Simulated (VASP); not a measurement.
# O in VASP: further runs, part 2 of 2

VASP 6.6.1. The steps go on from the part before.

## Step 3: Electric field gradients, PBE (atom 2 (O) moved by [0.08, 0.0, 0.0] A)

The input, INCAR:

```
PREC = Accurate
ENCUT = 520
EDIFF = 1E-8
ISMEAR = -1
SIGMA = 0.01
LREAL = False
LASPH = True
NELM = 60
ALGO = Normal
ISIF = 2
LWAVE = False
LCHARG = False
GGA = PE
LEFG = True
NBANDS = 13
```

The input, KPOINTS:

```
Automatic mesh
0
Gamma
  12 12 12
```

The input, POSCAR:

```
O
1.0
    0.0000000000      2.1075500000      3.3448500000
    1.4783500000      0.0000000000      3.3448500000
    1.4783500000      2.1075500000      0.0000000000
O
2
Direct
    0.0871000000      0.0871000000      0.9129000000
    0.8858428079      0.9399571921      0.1141571921
```

Potentials or basis: VASP PAW PBE potentials, release 64 (O).

Started as:

```
cat potpaw_PBE.64/O/POTCAR > POTCAR
mpirun -np 1 vasp_std > vasp.out
```

OUTCAR:

```text
PREC = Accurate
   ENCUT = 520
   EDIFF = 1E-8
   ISMEAR = -1
   LREAL = False
   LASPH = True
   NELM = 60
   ISIF = 2
   GGA = PE

 ion  position               nearest neighbor table
   1  0.087  0.087  0.913-   2 1.17
   2  0.886  0.940  0.114-   1 1.17

  LATTYP: Found a face centered orthorhombic cell.
 ALAT       =     2.9567000000
 B/A-ratio  =     1.4256096324
 C/A-ratio  =     2.2625562282

  Lattice vectors:

 A1 = (   0.0000000000,   2.1075500000,   3.3448500000)
 A2 = (   1.4783500000,   0.0000000000,   3.3448500000)
 A3 = (   1.4783500000,   2.1075500000,   0.0000000000)

Analysis of symmetry for initial positions (statically):
=====================================================================
 Subroutine PRICEL returns:
 Original cell was already a primitive cell.

 Routine SETGRP: Setting up the symmetry group for a
 face centered orthorhombic supercell.

 Subroutine GETGRP returns: Found  4 space group operations
 (whereof  2 operations were pure point group operations)
 out of a pool of  8 trial point group operations.

The static configuration has the point symmetry C_1h.
 The point group associated with its full space group is C_2h.

Analysis of symmetry for dynamics (positions and initial velocities):
=====================================================================
 Subroutine PRICEL returns:
 Original cell was already a primitive cell.

 Routine SETGRP: Setting up the symmetry group for a
 face centered orthorhombic supercell.

 Subroutine GETGRP returns: Found  4 space group operations
 (whereof  2 operations were pure point group operations)
 out of a pool of  8 trial point group operations.

[... 168 lines left out ...]
     11      21.1543      0.00000
     12      22.2648      0.00000
     13      26.5347      0.00000
[... 354 lines left out ...]
  band No.  band energies     occupation
      1     -26.8385      2.00000
      2     -12.5646      2.00000
      3      -7.9404      2.00000
      4      -6.4286      2.00000
      5      -5.1916      2.00000
      6       0.3638      2.00000
      7       2.3826      0.00000
      8      12.2540      0.00000
      9      15.2856      0.00000
     10      16.6771      0.00000
     11      17.9102      0.00000
     12      20.8264      0.00000
     13      26.2227      0.00000

 [... further k-points ...]
[... 5 lines left out ...]
  --------------------------------------------------------------------------------------
  -------------------------------------------------------------------------------------
  Total       -0.1287162     -0.7710238      7.6987902      0.0000000      0.0000000     -0.1688975
  in kB       -9.8942304    -59.2674913    591.7949724      0.0000000      0.0000000    -12.9829098
  external PRESSURE =     174.2110836 kB  Pullay stress =       0.0000000 kB

 VOLUME and BASIS-vectors are now :
 -----------------------------------------------------------------------------
  energy-cutoff  :      520.00
  volume of cell :       20.84
      direct lattice vectors                 reciprocal lattice vectors
     0.000000000  2.107550000  3.344850000    -0.338214902  0.237242296  0.149483534
     1.478350000  0.000000000  3.344850000     0.338214902 -0.237242296  0.149483534
     1.478350000  2.107550000  0.000000000     0.338214902  0.237242296 -0.149483534

 POSITION                                       TOTAL-FORCE (eV/Angst)
 -----------------------------------------------------------------------------------
      1.47835      2.10755      0.58267        -0.035937      0.000000      5.439810
      1.55835      2.10755      6.10703         0.035937      0.000000     -5.439810
 -----------------------------------------------------------------------------------
    total drift:                                0.000007      0.000003      0.000000

  FREE ENERGIE OF THE ION-ELECTRON SYSTEM (eV)
  ---------------------------------------------------
  free  energy   TOTEN  =        -9.3141603954 eV

  energy  without entropy=       -9.3137709421  energy(sigma->0) =       -9.31396567

 Electric field gradients (V/A^2)
---------------------------------------------------------------------
 ion       V_xx      V_yy      V_zz      V_xy      V_xz      V_yz
---------------------------------------------------------------------
   1     -62.709   -50.713   113.422    -0.000   -12.777     0.002
   2     -62.709   -50.713   113.422     0.001   -12.777     0.002
---------------------------------------------------------------------

 Electric field gradients after diagonalization (V/A^2)
 (convention: |V_zz| > |V_xx| > |V_yy|)
----------------------------------------------------------------------
 ion       V_xx      V_yy      V_zz     asymmetry (V_yy - V_xx)/ V_zz
----------------------------------------------------------------------
   1     -63.631   -50.713   114.344       0.113
   2     -63.631   -50.713   114.344       0.113
----------------------------------------------------------------------

           NMR quadrupolar parameters

 Cq : quadrupolar parameter    Cq=e*Q*V_zz/h
 eta: asymmetry parameters     (V_yy - V_xx)/ V_zz
 Q  : nuclear electric quadrupole moment in mb (millibarn)
----------------------------------------------------------------------
 ion       Cq(MHz)       eta       Q (mb)
----------------------------------------------------------------------
   1       0.276       0.113       1.000
   2       0.276       0.113       1.000
----------------------------------------------------------------------
```

stdout:

```text
POSCAR found type information on POSCAR O
 POSCAR found :  1 types and       2 ions
 scaLAPACK will be used
 LDA part: xc-table for (Slater+PW92), standard interpolation
 POSCAR, INCAR and KPOINTS ok, starting setup
 FFT: planning ... GRIDC
 FFT: planning ... GRID_SOFT
 FFT: planning ... GRID
 WAVECAR not read
 entering main loop
ion   1

ion   2
```

Wall time 2.8 min (1 thread of Oxide Virtual Turin-like, shared host); peak memory 0.18 GiB.

What came out:

```
Free energy            : -9.3142 eV
Pressure               : 17.4 GPa
Largest force          : 5.440 eV/Å
Band gap on the k mesh : zero (band 6 reaches 2.51 eV, above the bottom of band 7 at 0.79 eV)
```

Forces on the atoms (eV/Å):
```
O   -0.036  0.000  5.440
O    0.036  0.000 -5.440
```

Stress tensor (GPa, compression positive):
```
-0.99  0.00 -1.30
 0.00 -5.93  0.00
-1.30  0.00 59.18
```

Levels at points of the mesh, in eV from the Fermi level:
```tsv
k point	band 2	band 3	band 4	band 5	band 6	band 7	band 8	band 9	band 10	band 11
(0.00, 0.00, 0.00)	-14.00	-9.63	-6.57	-6.25	0.56	1.13	9.43	12.13	15.52	19.72
(0.50, 0.00, 0.00)	-14.05	-9.40	-7.61	-6.61	-1.52	0.86	10.31	14.08	15.66	17.19
(0.50, 0.50, 0.50)	-13.87	-9.53	-7.95	-6.64	-1.22	0.94	11.02	13.92	15.21	17.24
(0.50, 0.50, 0.00)	-15.47	-7.21	-6.79	-6.28	1.08	1.20	8.43	9.33	14.86	19.19
(0.50, 0.00, 0.50)	-13.11	-9.62	-7.99	-7.68	-0.79	-0.47	11.98	12.21	13.96	19.50
(0.00, 0.50, 0.50)	-13.90	-9.20	-7.97	-6.68	-2.04	0.30	10.75	11.48	16.56	19.06
```

Electric field gradients, principal values (V/Å²):
| atom | least | middle | greatest (by size) |
| --- | --- | --- | --- |
| 1 O | -50.713 | -63.631 | 114.344 |
| 2 O | -50.713 | -63.631 | 114.344 |

Caveat: the cell differs from its parent crystal (atom 2 (O) moved by [0.08, 0.0, 0.0] A); the standard files for N, O and F lose accuracy on very short bonds; spin is off for a triplet molecule; without QUAD_EFG the Cq values of the log hold for a quadrupole moment of 1 mb, not for the nuclei; forces of over 1 eV/Å act on the atoms, so gaps and moduli don't describe the material at rest.

## Step 4: Electric field gradients, PBE (atom 2 (O) moved by [0.08, 0.0, 0.0] A)

The input, INCAR:

```
SYSTEM = O
ALGO = Normal
EDIFF = 1E-8
ENCUT = 520
GGA = PE
ISIF = 2
ISMEAR = -1
LASPH = .True.
LCHARG = .False.
LEFG = .True.
LREAL = .False.
LWAVE = .False.
NBANDS = 13
NELM = 60
PREC = Accurate
SIGMA = 0.01
```

The input, KPOINTS:

```
k-points
0
Gamma
  12 12 12
  0 0 0
```

POSCAR is that of step 3.

Potentials or basis: VASP PAW PBE potentials, release 64 (O).

Started as:

```
cat potpaw_PBE.64/O/POTCAR > POTCAR
mpirun -np 1 vasp_std > vasp.out
```

OUTCAR:

```text
SYSTEM = O
   EDIFF = 1E-8
   ENCUT = 520
   GGA = PE
   ISIF = 2
   ISMEAR = -1
   LASPH = .True.
   LREAL = .False.
   NELM = 60
   PREC = Accurate

 ion  position               nearest neighbor table
   1  0.087  0.087  0.913-   2 1.17
   2  0.886  0.940  0.114-   1 1.17

  LATTYP: Found a face centered orthorhombic cell.
 ALAT       =     2.9567000000
 B/A-ratio  =     1.4256096324
 C/A-ratio  =     2.2625562282

  Lattice vectors:

 A1 = (   0.0000000000,   2.1075500000,   3.3448500000)
 A2 = (   1.4783500000,   0.0000000000,   3.3448500000)
 A3 = (   1.4783500000,   2.1075500000,   0.0000000000)

Analysis of symmetry for initial positions (statically):
=====================================================================
 Subroutine PRICEL returns:
 Original cell was already a primitive cell.

 Routine SETGRP: Setting up the symmetry group for a
 face centered orthorhombic supercell.

 Subroutine GETGRP returns: Found  4 space group operations
 (whereof  2 operations were pure point group operations)
 out of a pool of  8 trial point group operations.

The static configuration has the point symmetry C_1h.
 The point group associated with its full space group is C_2h.

Analysis of symmetry for dynamics (positions and initial velocities):
=====================================================================
 Subroutine PRICEL returns:
 Original cell was already a primitive cell.

 Routine SETGRP: Setting up the symmetry group for a
 face centered orthorhombic supercell.

 Subroutine GETGRP returns: Found  4 space group operations
 (whereof  2 operations were pure point group operations)
 out of a pool of  8 trial point group operations.

The dynamic configuration has the point symmetry C_1h.
 The point group associated with its full space group is C_2h.

 Subroutine INISYM returns: Found  4 space group operations
 (whereof  2 operations are pure point group operations),
 and found     1 'primitive' translations

----------------------------------------------------------------------------------------

                                     Primitive cell

  volume of cell :      20.8431

  direct lattice vectors                    reciprocal lattice vectors
     0.000000000  2.107550000  3.344850000    -0.338214902  0.237242296  0.149483534
     1.478350000  0.000000000  3.344850000     0.338214902 -0.237242296  0.149483534
     1.478350000  2.107550000  0.000000000     0.338214902  0.237242296 -0.149483534

  length of vectors
     3.953452735  3.656985131  2.574351515     0.439338769  0.439338769  0.439338769

  position of ions in fractional coordinates (direct lattice)
     0.087100000  0.087100000  0.912900000
     0.885842808  0.939957192  0.114157192

  ion indices of the primitive-cell ions
   primitive index   ion index
                 1           1
                 2           2

----------------------------------------------------------------------------------------

 KPOINTS: k-points

[... 80 lines left out ...]
   EMIN   =  10.00;   EMAX   =-10.00  energy-range for DOS
   EFERMI =   0.00;   METHOD = LEGACY
   ISMEAR =    -1;   SIGMA  =   0.01  broadening in eV -4-tet -1-fermi 0-gaus
   EFERMI_NEDOS =   21; number of points for ismear=-14 and -15
   IALGO  =     38    algorithm
   IMIX   =      4    mixing-type and parameters
     AMIX     =   0.40;   BMIX     =  1.00
     AMIX_MAG =   1.60;   BMIX_MAG =  1.00
  volume/ion in A,a.u.               =      10.42        70.33
  Fermi-wavevector in a.u.,A,eV,Ry     =   1.361909  2.573634 25.236021  1.854795
  Thomas-Fermi vector in A             =   2.488444
   LORBIT       =      0    0 simple, 1 ext, 2 COOP (PROOUT), +10 PAW based schemes
   GGA     = PE    functional components
   LHFCALC =     F    Hartree Fock is set to
   AEXX    =    0.0000 exact exchange contribution
   IVDW    =     0    specifies the selected vdW correction
   LEPSILON=     F    determine dielectric tensor
   LRPA    =     F    only Hartree local field effects (RPA)
 non-spin polarized calculation
  energy-cutoff  :      520.00
  volume of cell :       20.84
 maximum number of plane-waves:       582
 NGX is ok and might be reduce to    30
   NGX = 15   NGY = 13   NGZ =  9

 number of electron      12.0000001 magnetization

 Free energy of the ion-electron system (eV)
  ---------------------------------------------------
  ext. energy  EPLUGINS =         0.00000000
  ---------------------------------------------------
  free energy    TOTEN  =        -9.31416040 eV

  energy without entropy =       -9.31377094  energy(sigma->0) =       -9.31396567

 E-fermi :   1.4329     XC(G=0):  -9.9096

 val. band max:        1.4210558713   @ k =  -0.0833   0.3333   0.4167
 cond. band min:       1.4361504891   @ k =  -0.3333  -0.1667  -0.2500
 fundamental gap:      0.0150946178
 Fermi energy:         1.4329093074

 k-point     1 :       0.0000    0.0000    0.0000
  band No.  band energies     occupation
      1     -27.3353      2.00000
      2     -12.5674      2.00000
      3      -8.1929      2.00000
      4      -5.1413      2.00000
      5      -4.8213      2.00000
      6       1.9948      0.00000
      7       2.5673      0.00000
      8      10.8657      0.00000
      9      13.5657      0.00000
     10      16.9510      0.00000
     11      21.1543      0.00000
     12      22.2648      0.00000
     13      26.5347      0.00000
[... 354 lines left out ...]
  band No.  band energies     occupation
      1     -26.8385      2.00000
      2     -12.5646      2.00000
      3      -7.9404      2.00000
      4      -6.4286      2.00000
      5      -5.1916      2.00000
      6       0.3638      2.00000
      7       2.3826      0.00000
      8      12.2540      0.00000
      9      15.2856      0.00000
     10      16.6771      0.00000
     11      17.9102      0.00000
     12      20.8264      0.00000
     13      26.2227      0.00000

 [... further k-points ...]
[... 5 lines left out ...]
  --------------------------------------------------------------------------------------
  -------------------------------------------------------------------------------------
  Total       -0.1287162     -0.7710238      7.6987902      0.0000000      0.0000000     -0.1688975
  in kB       -9.8942304    -59.2674913    591.7949724      0.0000000      0.0000000    -12.9829098
  external PRESSURE =     174.2110836 kB  Pullay stress =       0.0000000 kB

 VOLUME and BASIS-vectors are now :
 -----------------------------------------------------------------------------
  energy-cutoff  :      520.00
  volume of cell :       20.84
      direct lattice vectors                 reciprocal lattice vectors
     0.000000000  2.107550000  3.344850000    -0.338214902  0.237242296  0.149483534
     1.478350000  0.000000000  3.344850000     0.338214902 -0.237242296  0.149483534
     1.478350000  2.107550000  0.000000000     0.338214902  0.237242296 -0.149483534

 POSITION                                       TOTAL-FORCE (eV/Angst)
 -----------------------------------------------------------------------------------
      1.47835      2.10755      0.58267        -0.035937      0.000000      5.439810
      1.55835      2.10755      6.10703         0.035937      0.000000     -5.439810
 -----------------------------------------------------------------------------------
    total drift:                                0.000007      0.000003      0.000000

  FREE ENERGIE OF THE ION-ELECTRON SYSTEM (eV)
  ---------------------------------------------------
  free  energy   TOTEN  =        -9.3141603954 eV

  energy  without entropy=       -9.3137709421  energy(sigma->0) =       -9.31396567

 Electric field gradients (V/A^2)
---------------------------------------------------------------------
 ion       V_xx      V_yy      V_zz      V_xy      V_xz      V_yz
---------------------------------------------------------------------
   1     -62.709   -50.713   113.422    -0.000   -12.777     0.002
   2     -62.709   -50.713   113.422     0.001   -12.777     0.002
---------------------------------------------------------------------

 Electric field gradients after diagonalization (V/A^2)
 (convention: |V_zz| > |V_xx| > |V_yy|)
----------------------------------------------------------------------
 ion       V_xx      V_yy      V_zz     asymmetry (V_yy - V_xx)/ V_zz
----------------------------------------------------------------------
   1     -63.631   -50.713   114.344       0.113
   2     -63.631   -50.713   114.344       0.113
----------------------------------------------------------------------

           NMR quadrupolar parameters

 Cq : quadrupolar parameter    Cq=e*Q*V_zz/h
 eta: asymmetry parameters     (V_yy - V_xx)/ V_zz
 Q  : nuclear electric quadrupole moment in mb (millibarn)
----------------------------------------------------------------------
 ion       Cq(MHz)       eta       Q (mb)
----------------------------------------------------------------------
   1       0.276       0.113       1.000
   2       0.276       0.113       1.000
----------------------------------------------------------------------
```

Wall time 2 min (1 thread of Oxide Virtual Turin-like, shared host); peak memory 0.18 GiB.

What came out:

```yaml
Free_energy: -9.3142 eV
Pressure: 17.4 GPa
Largest_force: 5.440 eV/Å
Band_gap_on_the_k_mesh: zero (band 6 reaches 2.51 eV, above the bottom of band 7 at 0.79 eV)
```

Forces in eV/Å, atoms in the order of the input:
```
O   -0.036  0.000  5.440
O    0.036  0.000 -5.440
```

Electric field gradients, principal values (V/Å²):
| atom | least | middle | greatest (by size) |
| --- | --- | --- | --- |
| 1 O | -50.713 | -63.631 | 114.344 |
| 2 O | -50.713 | -63.631 | 114.344 |

Caveat: the cell differs from its parent crystal (atom 2 (O) moved by [0.08, 0.0, 0.0] A); the standard files for N, O and F lose accuracy on very short bonds; spin is off for a triplet molecule; without QUAD_EFG the Cq values of the log hold for a quadrupole moment of 1 mb, not for the nuclei; forces of over 1 eV/Å act on the atoms, so gaps and moduli don't describe the material at rest.
